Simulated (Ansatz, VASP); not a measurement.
**Cs: VASP beside Ansatz**

```
CELL_PARAMETERS angstrom
0.00000 3.91663 3.91663
3.91663 0.00000 3.91663
3.91663 3.91663 0.00000
ATOMIC_POSITIONS crystal
Cs 0.00000 0.00000 0.00000
```

Alike in both runs: task single point; functional r2SCAN; k mesh 10 × 10 × 10; occupations gaussian, width 0.05 eV; no spin polarisation.

```csv
,VASP,Ansatz
version,VASP 6.6.1,Ansatz 0.2.0
potentials or method,"VASP PAW PBE potentials, release 64 (Cs_sv), cutoff 520 eV","scalar-relativistic, plane waves, PAW"
valence electrons in the cell,9,9
```

|  | VASP | Ansatz | Ansatz less VASP |
| --- | --- | --- | --- |
| gap on the k mesh at the Fermi level (eV) | none | none | - |
| pressure (GPa) | 0.1 | 0.1 | +0.01 |

VASP's potentials were made for PBE, not for r2SCAN. A gap of «none» marks a metal or a gap that the smearing closes. The functional is the same, so the differences come from potentials, cutoffs and numerics.

Spin-orbit coupling is off throughout.
